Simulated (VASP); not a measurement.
The system is SiC (Moissanite 6H).

```xyz
12
Lattice="3.0532 0.0000 0.0000 -1.5266 2.6441 0.0000 0.0000 0.0000 14.9650" Properties=species:S:1:pos:R:3 pbc="T T T"
Si    1.5266    0.8814    6.8584
Si    0.0000    1.7627   14.3409
Si    1.5266    0.8814   11.8478
Si    0.0000    1.7627    4.3653
Si    0.0000    0.0000    9.3531
Si    0.0000    0.0000    1.8706
C     1.5266    0.8814    4.9878
C     0.0000    1.7627   12.4703
C     1.5266    0.8814    9.9771
C     0.0000    1.7627    2.4947
C     0.0000    0.0000    7.4825
C     0.0000    0.0000    0.0000
```

Base run:

- Program: VASP 6.6.1
- Functional: PBEsol
- Potentials or basis: VASP PAW PBE potentials, release 64 (Si, C)
- Cutoff: 520 eV
- k mesh: 10 × 10 × 2
- Occupations: fermi-dirac, width 0.05 eV
- Spin: no spin polarisation

Its results: band gap on the k mesh 1.90 eV, indirect (least direct gap 3.01 eV); pressure 6.5 GPa; largest force 0.150 eV/Å.

Question: The run is repeated on the same cell with these changes: functional from PBEsol to BLYP. What comes out?

Answer: Band gap on the k mesh 2.33 eV, indirect (least direct gap 3.43 eV); pressure 15.0 GPa; largest force 0.149 eV/Å.

BLYP binds less tightly than PBEsol, so the same cell stands under more pressure.

Caveats: the PAW data sets were made with another functional, which shifts forces and pressure a little.

A k mesh can miss the band edges.
